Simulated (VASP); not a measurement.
Input of a VASP 6.6.1 run:

Contents of INCAR:

```
ALGO = Normal ; EDIFF = 1E-6
ENCUT = 520 ; GGA = PS
ISIF = 2 ; ISMEAR = -1
LASPH = True ; LCHARG = False
LREAL = False ; LWAVE = False
NBANDS = 20 ; NELM = 80
PREC = Accurate ; SIGMA = 0.1
```

Contents of KPOINTS:

```
k-points
0
Gamma
  11 11 5
```

POSCAR

```
MoS2
1.0
    3.2274650000      0.0000000000      0.0000000000
   -1.6137320000      2.7950660000      0.0000000000
    0.0000000000      0.0000000000      6.3124730000
Mo S
1 2
Direct
    0.0000000000      0.0000000000      0.5000000000
    0.3333333333      0.6666666667      0.2553190000
    0.6666666667      0.3333333333      0.7446810000
```

Potentials or basis: VASP PAW PBE potentials, release 64 (Mo_sv, S).

Run with:

```console
$ cat potpaw_PBE.64/Mo_sv/POTCAR potpaw_PBE.64/S/POTCAR > POTCAR
$ mpirun -np 1 vasp_std > vasp.out
```

Q: What does it give for the band gap on the k mesh?

A: Zero (band 13 reaches 7.16 eV, above the bottom of band 14 at 6.47 eV).

Q: Predict the largest force.

A: 0.021 eV/Å.

Q: Estimate the pressure.

A: -3.3 GPa.

Stress tensor (GPa, compression positive):
```
-4.49  0.00  0.00
 0.00 -4.49  0.00
 0.00  0.00 -0.85
```

Caveat: the PAW data sets were made with another functional, which shifts forces and pressure a little; this functional lacks dispersion, which binds the layers, so the pressure and a relaxed spacing across them are unreliable.
